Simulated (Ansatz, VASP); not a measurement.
**W: VASP beside Ansatz**

The input INCAR:

```
SYSTEM = W
PREC = Accurate ; ENCUT = 600
EDIFF = 1E-6 ; ISMEAR = 0
SIGMA = 0.1 ; LREAL = .FALSE.
LASPH = .TRUE. ; NELM = 60
ALGO = Normal ; ISIF = 3
LWAVE = .FALSE. ; LCHARG = .FALSE.
GGA = PE ; IBRION = 2
NSW = 100 ; EDIFFG = -0.01
```

KPOINTS

```
Automatic mesh
0
G
  24 24 24
  0 0 0
```

File POSCAR:

```
W
1.0
   -1.5894726467      1.5894726467      1.5894726467
    1.5894726467     -1.5894726467      1.5894726467
    1.5894726467      1.5894726467     -1.5894726467
W
1
Direct
    0.0000000000      0.0000000000      0.0000000000
```

Input for Ansatz:

```yaml
crystal:
  lattice:
    - [-1.5894726467, 1.5894726467, 1.5894726467]
    - [1.5894726467, -1.5894726467, 1.5894726467]
    - [1.5894726467, 1.5894726467, -1.5894726467]
  atoms:
    - { symbol: W, position: [0.0, 0.0, 0.0] }
basis:
  ecutwfc: 420
kpoints:
  mp_grid: { grid: [24, 24, 24] }
hamiltonian:
  xc: pbe
scf:
  occupations: { method: gaussian, width: 0.1 }
output:
  forces: true
  stress: true
  eigenvalues: true
relax:
  adjacent_minimum: "off"
  f_tol: 0.01
  max_steps: 80
  cell: { stress_tol: 0.05 }
```

Alike in both runs: task relaxation of cell and atoms; functional PBE; k mesh 24 × 24 × 24; occupations gaussian, width 0.1 eV; no spin polarisation.

```csv
,VASP,Ansatz
version,VASP 6.6.1,Ansatz 0.2.0
potentials or method,"VASP PAW PBE potentials, release 64 (W_sv), cutoff 600 eV","scalar-relativistic, plane waves, PAW"
valence electrons in the cell,14,14
```

|  | VASP | Ansatz | Ansatz less VASP |
| --- | --- | --- | --- |
| gap on the k mesh at the Fermi level, each at its own relaxed structure (eV) | none | none | - |
| relaxed volume (Å³/atom) | 16.17 | 16.14 | -0.029 |
| relaxed length of the cell vector where the two differ most in proportion (Å) | 2.759 | 2.757 | -0.0016 |

A gap of «none» marks a metal or a gap that the smearing closes.

Spin-orbit coupling is off throughout.
